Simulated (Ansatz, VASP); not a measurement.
**SnO in VASP and in Ansatz**

```
Sn O
1.0
     2.50000   -2.86000    0.00000
     2.50000    2.86000    0.00000
     0.00000    0.00000   11.12000
Sn O
4 4
Direct
  0.00034 0.99966 0.98580
  0.99966 0.00034 0.48580
  0.49939 0.50061 0.27119
  0.50061 0.49939 0.77119
  0.99954 0.50024 0.37851
  0.00046 0.49976 0.87851
  0.49976 0.00046 0.37851
  0.50024 0.99954 0.87851
```

Alike in both runs: functional PBE; k mesh 5 × 5 × 2; occupations fermi-dirac, width 0.02 eV; no spin polarisation.

Ansatz relaxed the structure, and its values are those at the end. VASP's run is a single point on that final structure, the one shown.

|  | VASP | Ansatz |
| --- | --- | --- |
| version | VASP 6.6.1 | Ansatz 0.2.0 |
| potentials or method | VASP PAW PBE potentials, release 64 (Sn_d, O_h) | plane-wave PAW, scalar-relativistic |
| plane-wave cutoff (eV) | 910 | 420 |
| valence electrons in the cell | 80 | 80 |

Ansatz gave:

- gap on the k mesh at the Fermi level (eV): 1.10
- rms of the force components (eV/Å): 0.005

Q: What did VASP give for the same quantities?

A: gap on the k mesh at the Fermi level (eV): 1.10; rms of the force components (eV/Å): 0.034.

The functional is the same, so the differences come from potentials, cutoffs and numerics. Ansatz's warnings: stress scf threshold loose.

Noted on VASP's run: the cutoff is short for stress, so the pressure is rough.
